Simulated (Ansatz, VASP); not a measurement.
# ScAl in VASP and in Ansatz

```
Sc Al
1.0
     3.37035    0.00000    0.00000
     0.00000    3.37035    0.00000
     0.00000    0.00000    3.37035
Sc Al
1 1
Cartesian
  1.6852 1.6852 1.6852
  0.0000 0.0000 0.0000
```

Alike in both runs: task single point; functional LDA; k mesh 4 × 4 × 4; no spin polarisation.

|  | VASP | Ansatz |
| --- | --- | --- |
| version | VASP 6.6.1 | Ansatz 0.2.0 |
| potentials or method | VASP PAW LDA potentials, release 64 (Sc_sv, Al) | plane waves, PAW |
| plane-wave cutoff (eV) | 520 | 420 |
| occupations | methfessel-paxton of order 1, width 0.1 eV | methfessel-paxton of order 1 |
| valence electrons in the cell | 14 | 14 |

VASP gave:

```
gap on the k mesh at the Fermi level (eV) : none
pressure (GPa)                            : -3.8
```

Q: Estimate Ansatz's values.

A: gap on the k mesh at the Fermi level (eV): none; pressure (GPa): -4.0.

LDA's correlation is that of Perdew and Zunger in VASP and of Perdew and Wang (1992) in Ansatz. A gap of «none» marks a metal or a gap that the smearing closes. Ansatz's warnings: force scf threshold loose, stress scf threshold loose.

The k mesh is coarse, so the values compare programs but aren't converged.
